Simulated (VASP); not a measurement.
# PtS2: single point with r2SCAN+D3(BJ)

Crystal: PtS2.

```
CELL_PARAMETERS angstrom
3.55264 0.00000 0.00000
-1.77632 3.07668 0.00000
0.00000 0.00000 5.12271
ATOMIC_POSITIONS crystal
Pt 0.00000 0.00000 0.00000
S 0.33333 0.66667 0.23926
S 0.66667 0.33333 0.76074
```

- Program: VASP 6.6.1
- Task: single point
- Functional: r2SCAN
- Dispersion: D3(BJ)
- Potentials or basis: VASP PAW PBE potentials, release 64 (Pt, S)
- Cutoff: 520 eV
- k mesh: 6 × 6 × 4
- Occupations: gaussian, width 0.01 eV
- Spin: no spin polarisation

The pressure is -0.5 GPa and the largest force is 0.043 eV/Å. The band gap on the k mesh is 0.98 eV (least direct gap 1.59 eV) and the dispersion energy per atom is -0.196 eV.

Forces on the atoms (eV/Å):
```
Pt   0.000  0.000  0.000
S    0.000  0.000 -0.043
S    0.000  0.000  0.043
```

Levels at points of the mesh, in eV from the valence-band top:
```csv
k point,band 9,band 10,band 11,band 12,band 13,band 14
"(0.00, 0.00, 0.00)",-1.07,-1.07,0.00,2.29,2.29,5.22
"(0.50, 0.00, 0.00)",-3.20,-3.09,-2.48,1.73,2.75,5.81
"(0.00, 0.00, 0.50)",-1.31,-1.31,-1.11,2.82,2.82,6.05
"(0.50, 0.00, 0.50)",-2.80,-2.80,-1.46,1.91,2.42,5.48
```

It took 2.1 min on 1 thread of AMD EPYC 7R43 64-Core Processor (Zen 3) (shared host), peak memory 0.15 GiB.

Caveat: the PAW data sets were made with another functional, which shifts forces and pressure a little; spin-orbit coupling is left out, which moves the levels of the heavy elements. A k mesh can miss the band edges.
